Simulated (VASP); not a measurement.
# HfB2 in VASP: single point with PBEsol

Aim: the single point of HfB2 with PBEsol.

Everything below comes from runs of VASP 6.6.1. Logs are shortened: lines on timing, memory, paths and dates and some standing lists are left out, and cuts for length are marked.

**1. The cell of the first run**

The cell holds a slab with vacuum, 9 atoms: a = 3.127 Å, b = 3.447 Å, c = 24.222 Å, α = 90.00°, β = 90.00°, γ = 90.00°.

**2. Single point, PBEsol**

INCAR

```
PREC     = Accurate       # precision mode
ENCUT    = 520            # plane-wave cutoff, eV
EDIFF    = 1E-6           # SCF threshold, eV
ISMEAR   = 0              # smearing method
SIGMA    = 0.1            # smearing width, eV
LREAL    = F              # projectors in reciprocal space
LASPH    = T              # aspherical terms in the spheres
NELM     = 60             # most SCF steps
ALGO     = Normal         # electronic algorithm
ISIF     = 2              # what is computed and relaxed
LWAVE    = F              # write WAVECAR
LCHARG   = F              # write CHGCAR
LDIPOL   = T            
IDIPOL   = 3            
DIPOL    = 0.5 0.5 0.500
GGA      = PS             # functional
NBANDS   = 34             # bands
```

KPOINTS

```
Automatic mesh
0
Gamma
  9 8 1
```

POSCAR

```
HfB2
1.0
    3.1274219977      0.0000000000      0.0000000000
    0.0000000000      3.4471418842      0.0000000000
    0.0000000000      0.0000000000     24.2224717289
B Hf
6 3
Direct
    0.0000000000      0.5000000000      0.3509138165
    0.0000000000      0.5000000000      0.4254569083
    0.5000000000      0.5000000000      0.4627284541
    0.5000000000      0.5000000000      0.5378737664
    0.0000000000      0.5000000000      0.5745930926
    0.0000000000      0.5000000000      0.6450929887
    0.5000000000      0.0000000000      0.3881853624
    0.0000000000      0.0000000000      0.5006899980
    0.5000000000      0.0000000000      0.6172159561
```

Potentials or basis: VASP PAW PBE potentials, release 64 (B, Hf_pv).

Launch:

```sh
> cat potpaw_PBE.64/B/POTCAR potpaw_PBE.64/Hf_pv/POTCAR > POTCAR
> mpirun -np 1 vasp_std > vasp.out
```

OUTCAR:

```text
PREC = Accurate
   ENCUT = 520
   EDIFF = 1E-6
   ISMEAR = 0
   LREAL = F
   LASPH = T
   NELM = 60
   ISIF = 2
   GGA = PS

 ion  position               nearest neighbor table
   1  0.000  0.500  0.351-   2 1.81   7 2.50   7 2.50   7 2.50   7 2.50
   2  0.000  0.500  0.425-   3 1.81   3 1.81   1 1.81   7 2.50   7 2.50   7 2.50   7 2.50   8 2.51
                             8 2.51
   3  0.500  0.500  0.463-   2 1.81   2 1.81   4 1.82   7 2.50   7 2.50   8 2.50   8 2.50   8 2.50
                             8 2.50
   4  0.500  0.500  0.538-   5 1.80   5 1.80   3 1.82   8 2.50   8 2.50   8 2.50   8 2.50   9 2.58
                             9 2.58
   5  0.000  0.500  0.575-   6 1.71   4 1.80   4 1.80   8 2.48   8 2.48   9 2.55   9 2.55   9 2.55
                             9 2.55
   6  0.000  0.500  0.645-   5 1.71   9 2.42   9 2.42   9 2.42   9 2.42
   7  0.500  0.000  0.388-   3 2.50   3 2.50   2 2.50   2 2.50   2 2.50   2 2.50   1 2.50   1 2.50
                             1 2.50   1 2.50   8 3.14   8 3.14
   8  0.000  0.000  0.501-   5 2.48   5 2.48   4 2.50   4 2.50   4 2.50   4 2.50   3 2.50   3 2.50
                             3 2.50   3 2.50   2 2.51   2 2.51   7 3.14   7 3.14   9 3.23   9 3.23
   9  0.500  0.000  0.617-   6 2.42   6 2.42   6 2.42   6 2.42   5 2.55   5 2.55   5 2.55   5 2.55
                             4 2.58   4 2.58   8 3.23   8 3.23

  LATTYP: Found a simple orthorhombic cell.
 ALAT       =     3.1274219977
 B/A-ratio  =     1.1022311305
 C/A-ratio  =     7.7451881283

  Lattice vectors:

 A1 = (   3.1274219977,   0.0000000000,   0.0000000000)
 A2 = (   0.0000000000,   3.4471418842,   0.0000000000)
 A3 = (   0.0000000000,   0.0000000000,  24.2224717289)

Analysis of symmetry for initial positions (statically):
=====================================================================
 Subroutine PRICEL returns:
 Original cell was already a primitive cell.

 Routine SETGRP: Setting up the symmetry group for a
 simple orthorhombic supercell.

 Subroutine GETGRP returns: Found  4 space group operations
 (whereof  4 operations were pure point group operations)
 out of a pool of  8 trial point group operations.

The static configuration has the point symmetry C_2v.

Analysis of symmetry for dynamics (positions and initial velocities):
=====================================================================
 Subroutine PRICEL returns:
 Original cell was already a primitive cell.

 Routine SETGRP: Setting up the symmetry group for a
 simple orthorhombic supercell.

 Subroutine GETGRP returns: Found  4 space group operations
 (whereof  4 operations were pure point group operations)
 out of a pool of  8 trial point group operations.

The dynamic configuration has the point symmetry C_2v.

 Subroutine INISYM returns: Found  4 space group operations
 (whereof  4 operations are pure point group operations),
 and found     1 'primitive' translations

----------------------------------------------------------------------------------------

                                     Primitive cell

  volume of cell :     261.1344

  direct lattice vectors                    reciprocal lattice vectors
     3.127421998  0.000000000  0.000000000     0.319752180  0.000000000  0.000000000
     0.000000000  3.447141884  0.000000000     0.000000000  0.290095399  0.000000000
     0.000000000  0.000000000 24.222471729     0.000000000  0.000000000  0.041283978

  length of vectors
     3.127421998  3.447141884 24.222471729     0.319752180  0.290095399  0.041283978

  position of ions in fractional coordinates (direct lattice)
     0.000000000  0.500000000  0.350913816
     0.000000000  0.500000000  0.425456908
     0.500000000  0.500000000  0.462728454
     0.500000000  0.500000000  0.537873766
     0.000000000  0.500000000  0.574593093
     0.000000000  0.500000000  0.645092989
     0.500000000  0.000000000  0.388185362
     0.000000000  0.000000000  0.500689998
     0.500000000  0.000000000  0.617215956

  ion indices of the primitive-cell ions
   primitive index   ion index
                 1           1
                 2           2
                 3           3
                 4           4
                 5           5
                 6           6
                 7           7
                 8           8
                 9           9

----------------------------------------------------------------------------------------

 KPOINTS: Automatic mesh

Automatic generation of k-mesh.
 Grid dimensions read from file:
 generate k-points for:    9    8    1

 Generating k-lattice:

  Cartesian coordinates                     Fractional coordinates (reciprocal lattice)
     0.035528020  0.000000000  0.000000000     0.111111111  0.000000000  0.000000000
     0.000000000  0.036261925  0.000000000     0.000000000  0.125000000  0.000000000
     0.000000000  0.000000000  0.041283978     0.000000000  0.000000000  1.000000000

  Length of vectors
     0.035528020  0.036261925  0.041283978

  Shift w.r.t. Gamma in fractional coordinates (k-lattice)
     0.000000000  0.000000000  0.000000000

 Subroutine IBZKPT returns following result:
 ===========================================

 Found     25 irreducible k-points:

 Following reciprocal coordinates:
            Coordinates               Weight
  0.000000  0.000000  0.000000      1.000000
  0.111111  0.000000  0.000000      2.000000
  0.222222  0.000000  0.000000      2.000000
  0.333333  0.000000  0.000000      2.000000
  0.444444  0.000000  0.000000      2.000000
  0.000000  0.125000  0.000000      2.000000
[... 16 lines left out ...]
  0.222222  0.500000  0.000000      2.000000
  0.333333  0.500000  0.000000      2.000000
   k-points           NKPTS =     25   k-points in BZ     NKDIM =     25   number of bands    NBANDS=     34
   number of dos      NEDOS =    301   number of ions     NIONS =      9
   total plane-waves  NPLWV = 120960
   dimension x,y,z NGX =    24 NGY =   28 NGZ =  180
   dimension x,y,z NGXF=    48 NGYF=   56 NGZF=  360
   ions per type =               6   3
   NGX,Y,Z   is equivalent  to a cutoff of  12.76, 13.50, 12.35 a.u.
   NGXF,Y,Z  is equivalent  to a cutoff of  25.52, 27.01, 24.71 a.u.
 SYSTEM =  unknown system
   PREC   = accura    normal or accurate (medium, high low for compatibility)
   ISTART =      0    job   : 0-new  1-cont  2-samecut
   ICHARG =      2    charge: 1-file 2-atom 10-const
   ISPIN  =      1    spin polarized calculation?
   LNONCOLLINEAR =      F non collinear calculations
   LSORBIT =      F    spin-orbit coupling
   LASPH  =      T    aspherical Exc in radial PAW
   ENCUT  =  520.0 eV  38.22 Ry    6.18 a.u.   5.81  6.41 45.04*2*pi/ulx,y,z
   NELM   =     60;   NELMIN=  2; NELMDL= -5     # of ELM steps
   EDIFF  = 0.1E-05   stopping-criterion for ELM
   LREAL  =      F    real-space projection
   EDIFFG = 0.1E-04   stopping-criterion for IOM
   NSW    =      0    number of steps for IOM
   IBRION =     -1    ionic relax: 0-MD 1-quasi-New 2-CG
   NFREE  =      0    steps in history (QN), initial steepest desc. (CG)
   ISIF   =      2    stress and relaxation
   ISYM   =      2    0-nonsym 1-usesym 2-fastsym
   POTIM  = 0.5000    time-step for ionic-motion
   TEBEG  =    0.0;   TEEND  =   0.0 temperature during run
   PSTRESS=    0.0 pullay stress
   NELECT =      48.0000    total number of electrons
   NUPDOWN=      -1.0000    fix difference up-down
   EMIN   =  10.00;   EMAX   =-10.00  energy-range for DOS
   EFERMI =   0.00;   METHOD = LEGACY
   ISMEAR =     0;   SIGMA  =   0.10  broadening in eV -4-tet -1-fermi 0-gaus
   EFERMI_NEDOS =   21; number of points for ismear=-14 and -15
   IALGO  =     38    algorithm
   IMIX   =      4    mixing-type and parameters
     AMIX     =   0.40;   BMIX     =  1.00
     AMIX_MAG =   1.60;   BMIX_MAG =  1.00
  volume/ion in A,a.u.               =      29.01       195.80
  Fermi-wavevector in a.u.,A,eV,Ry     =   0.930823  1.759001 11.788521  0.866432
  Thomas-Fermi vector in A             =   2.057252
   LORBIT       =      0    0 simple, 1 ext, 2 COOP (PROOUT), +10 PAW based schemes
   GGA     = PS    functional components
   LHFCALC =     F    Hartree Fock is set to
   AEXX    =    0.0000 exact exchange contribution
   IVDW    =     0    specifies the selected vdW correction
   LEPSILON=     F    determine dielectric tensor
   LRPA    =     F    only Hartree local field effects (RPA)
 non-spin polarized calculation
 Gauss-broadening in eV      SIGMA  =   0.10
  energy-cutoff  :      520.00
  volume of cell :      261.13
 maximum number of plane-waves:      7063
 NGX is ok and might be reduce to    24
   NGX = 11   NGY = 13   NGZ = 91

 dipolmoment           0.000000      0.000000      0.001524 electrons x Angstroem

 number of electron      48.0000001 magnetization

 dipolmoment           0.000000      0.000000     -0.010069 electrons x Angstroem

 Free energy of the ion-electron system (eV)
  ---------------------------------------------------
  ext. energy  EPLUGINS =         0.00000000
  ---------------------------------------------------
  free energy    TOTEN  =       -77.23001876 eV

  energy without entropy =      -77.21237569  energy(sigma->0) =      -77.22119723

 E-fermi :  -1.0738     XC(G=0):  -5.2119

 val. band max:       -1.0778005049   @ k =   0.4444   0.5000   0.0000
 cond. band min:      -1.0717913386   @ k =   0.1111   0.1250   0.0000
 fundamental gap:      0.0060091663
 Fermi energy:        -1.0738388805

 k-point     1 :       0.0000    0.0000    0.0000
  band No.  band energies     occupation
      1     -31.5237      2.00000
      2     -31.2889      2.00000
      3     -31.2852      2.00000
      4     -31.1255      2.00000
      5     -31.1020      2.00000
      6     -31.0240      2.00000
[... 26 lines left out ...]
     33       3.1773      0.00000
     34       3.2887      0.00000
[... 820 lines left out ...]
      4     -31.3223      2.00000
      5     -31.2949      2.00000
      6     -31.2546      2.00000
[... 26 lines left out ...]
     33       4.1147      0.00000
     34       4.3591      0.00000

 [... further k-points ...]

------------------------ aborting loop because EDIFF is reached ----------------------------------------

 vacuum level on the upper side and lower side of the slab       (xc-potential included)        -0.364        -0.179

  FORCE on cell =-STRESS in cart. coord.  units (eV):
  Direction    XX          YY          ZZ          XY          YZ          ZX
  --------------------------------------------------------------------------------------
  -------------------------------------------------------------------------------------
  Total       -4.5414405     -6.5799178     -0.9860379      0.0000000      0.0000000      0.0000000
  in kB      -27.8637850    -40.3707622     -6.0497871      0.0000000      0.0000000      0.0000000
  external PRESSURE =     -24.7614448 kB  Pullay stress =       0.0000000 kB

 VOLUME and BASIS-vectors are now :
 -----------------------------------------------------------------------------
  energy-cutoff  :      520.00
  volume of cell :      261.13
      direct lattice vectors                 reciprocal lattice vectors
     3.127421998  0.000000000  0.000000000     0.319752180  0.000000000  0.000000000
     0.000000000  3.447141884  0.000000000     0.000000000  0.290095399  0.000000000
     0.000000000  0.000000000 24.222471729     0.000000000  0.000000000  0.041283978

 POSITION                                       TOTAL-FORCE (eV/Angst)
 -----------------------------------------------------------------------------------
      0.00000      1.72357      8.50000         0.000000      0.000000      1.507352
      0.00000      1.72357     10.30562         0.000000      0.000000     -0.067254
      1.56371      1.72357     11.20843         0.000000      0.000000      0.277688
      1.56371      1.72357     13.02863         0.000000      0.000000      0.015514
      0.00000      1.72357     13.91806         0.000000      0.000000      0.001006
      0.00000      1.72357     15.62575         0.000000      0.000000      0.011327
      1.56371      0.00000      9.40281         0.000000      0.000000     -1.710106
      0.00000      0.00000     12.12795         0.000000      0.000000     -0.009923
      1.56371      0.00000     14.95050         0.000000      0.000000     -0.025604
 -----------------------------------------------------------------------------------
    total drift:                                0.000000      0.000000      0.000712

  FREE ENERGIE OF THE ION-ELECTRON SYSTEM (eV)
  ---------------------------------------------------
  free  energy   TOTEN  =       -77.2300187625 eV

  energy  without entropy=      -77.2123756887  energy(sigma->0) =      -77.22119723

 vacuum level on the upper side and lower side of the slab         4.023         4.216
```

It took 8.6 min on 1 thread of AMD EPYC 9R45 (Zen 5), shared host; peak memory 0.42 GiB.

Results:

```yaml
Free_energy: -77.2300 eV
Largest_force: 1.710 eV/Å
Band_gap_on_the_k_mesh: zero (bands 24 and 25 overlap by 1.04 eV)
```

Forces on the atoms (eV/Å):
```
B    0.000  0.000  1.507
B    0.000  0.000 -0.067
B    0.000  0.000  0.278
B    0.000  0.000  0.016
B    0.000  0.000  0.001
B    0.000  0.000  0.011
Hf   0.000  0.000 -1.710
Hf   0.000  0.000 -0.010
Hf   0.000  0.000 -0.026
```

Levels at points of the mesh, in eV from the Fermi level:
```csv
k point,band 22,band 23,band 24,band 25,band 26,band 27
"(0.00, 0.00, 0.00)",-1.79,-1.39,0.56,0.68,1.82,2.01
"(0.00, 0.50, 0.00)",-0.74,-0.43,-0.35,1.03,1.60,1.76
```

Caveat: the PAW data sets were made with another functional, which shifts forces and pressure a little; spin-orbit coupling is left out, which moves the levels of the heavy elements.
